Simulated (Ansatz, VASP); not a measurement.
One calculation of Ag, two programs

```
CELL_PARAMETERS angstrom
-2.53744 2.53744 1.38422
2.53744 -2.53744 1.38422
2.53744 2.53744 -1.38422
ATOMIC_POSITIONS crystal
Ag 0.00000 0.00000 0.00000
Ag 0.75000 0.25000 0.50000
```

Alike in both runs: task single point; functional r2SCAN; k mesh 8 × 8 × 8; occupations gaussian, width 0.1 eV; no spin polarisation.

|  | VASP | Ansatz |
| --- | --- | --- |
| version | VASP 6.6.1 | Ansatz 0.2.0 |
| potentials or method | VASP PAW PBE potentials, release 64 (Ag), cutoff 520 eV | scalar-relativistic, plane waves, PAW |
| valence electrons in the cell | 22 | 38 |

```csv
,VASP,Ansatz,Ansatz less VASP
gap on the k mesh at the Fermi level (eV),none,none,-
pressure (GPa),7.4,7.2,-0.27
"traceless stress, the component that is largest in VASP (GPa)",-6.55,-6.48,+0.071
```

VASP's potentials were made for PBE, not for r2SCAN. A gap of «none» marks a metal or a gap that the smearing closes. VASP's potentials hold 22 valence electrons a cell and Ansatz's 38, so a difference there can come from the potentials and not from the codes.
